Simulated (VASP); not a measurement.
Here is a VASP 6.6.1 calculation.

The input INCAR:

```
PREC = Accurate
ENCUT = 520
EDIFF = 1E-6
ISMEAR = 0
SIGMA = 0.1
LREAL = Auto
LASPH = T
NELM = 100
ALGO = Normal
ISIF = 2
LWAVE = F
LCHARG = F
LDIPOL = T
IDIPOL = 3
DIPOL = 0.5 0.5 0.308
GGA = PE
NBANDS = 48
```

The input KPOINTS:

```
regular mesh
0
Gamma
  5 3 1
```

The input POSCAR:

```
Al9N
1.0
    5.7070863110      0.0000000000      0.0000000000
   -1.4267715777      9.7014842372      0.0000000000
    0.0000000000      0.0000000000     22.7903703877
Al N
18 2
Direct
    0.2662216041      0.0648864163      0.1755127245
    0.7662216041      0.0648864163      0.1755127245
    0.3354806058      0.3419224231      0.2192029851
    0.8354806058      0.3419224231      0.2192029851
    0.1493324061      0.5973296244      0.2279410371
    0.6493324061      0.5973296244      0.2279410371
    0.4631842064      0.8527368258      0.2366790893
    0.9631842064      0.8527368258      0.2366790893
    0.0319772075      0.1277109158      0.2808262501
    0.5319772075      0.1277109158      0.2808262501
    0.0997917578      0.4042231245      0.3301071117
    0.5997917578      0.4042231245      0.3301071117
    0.4144000538      0.6596656467      0.3369822073
    0.9144000538      0.6596656467      0.3369822073
    0.2263076930      0.9110819227      0.3449259125
    0.7263076930      0.9110819227      0.3449259125
    0.2962427187      0.1814071959      0.3857054641
    0.7962427187      0.1814071959      0.3857054641
    0.3799362750      0.9110819227      0.5436669162
    0.5726791109      0.9110819227      0.5436669162
```

Potentials or basis: VASP PAW PBE potentials, release 64 (Al, N).

The run is started by

```sh
$ cat potpaw_PBE.64/Al/POTCAR potpaw_PBE.64/N/POTCAR > POTCAR
$ mpirun -np 1 vasp_std > vasp.out
```

Q: What does it give for the largest force?

A: 2.128 eV/Å.

Q: Predict the band gap on the k mesh.

A: Zero (bands 32 and 33 overlap by 0.73 eV).

Forces on the atoms (eV/Å):
```
Al  -0.007  0.156  0.032
Al  -0.005  0.156  0.032
Al   0.005  0.035  0.062
Al   0.006  0.036  0.061
Al  -0.001 -0.074  0.030
Al  -0.002 -0.074  0.029
Al   0.002 -0.101 -0.119
Al   0.003 -0.100 -0.119
Al   0.000  0.009 -0.002
Al   0.000  0.009 -0.004
Al   0.003 -0.012  0.000
Al   0.004 -0.012 -0.001
Al  -0.005 -0.008 -0.004
Al  -0.004 -0.009 -0.003
Al  -0.003  0.000  0.000
Al  -0.002  0.000  0.000
Al   0.002 -0.005 -0.002
Al   0.003 -0.006 -0.001
N   -2.128  0.000  0.004
N    2.128  0.000  0.004
```

Caveat: the standard files for N, O and F lose accuracy on very short bonds.
